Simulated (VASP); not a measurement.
Input of a VASP 6.6.1 run:

INCAR

```
ALGO     = Fast           # electronic algorithm
EDIFF    = 1E-6           # SCF threshold, eV
ENCUT    = 520            # plane-wave cutoff, eV
GGA      = PE             # functional
ISIF     = 2              # what is computed and relaxed
ISMEAR   = 0              # smearing method
LASPH    = T              # aspherical terms in the spheres
LCHARG   = F              # write CHGCAR
LREAL    = F              # projectors in reciprocal space
LWAVE    = F              # write WAVECAR
NBANDS   = 17             # bands
NELM     = 80             # most SCF steps
PREC     = Accurate       # precision mode
SIGMA    = 0.1            # smearing width, eV
```

Contents of KPOINTS:

```
k-points
0
Gamma
  12 12 6
```

File POSCAR:

```
Mg3Te2
1.0
    5.1345188453      0.0000000000      0.0000000000
   -2.5672594227      4.4466237563      0.0000000000
    0.0000000000      0.0000000000      6.1881024696
Mg Te
3 2
Direct
    0.0000000000      0.0000000000      0.0000000000
    0.3333333333      0.6666666667      0.7221087202
    0.6666666667      0.3333333333      0.2778912798
    0.3333333333      0.6666666667      0.2390550557
    0.6666666667      0.3333333333      0.7609449443
```

Potentials or basis: VASP PAW PBE potentials, release 64 (Mg, Te).

Launch:

```bash
$ cat potpaw_PBE.64/Mg/POTCAR potpaw_PBE.64/Te/POTCAR > POTCAR
$ mpirun -np 1 vasp_std > vasp.out
```

(1) Estimate the pressure.

(2) Predict the band gap on the k mesh.

(3) Predict the largest force.

Answers

(1) 0.0 GPa.

(2) zero (bands 9 and 10 overlap by 2.35 eV).

(3) 0.003 eV/Å.

Caveat: spin-orbit coupling is left out, which moves the levels of the heavy elements.
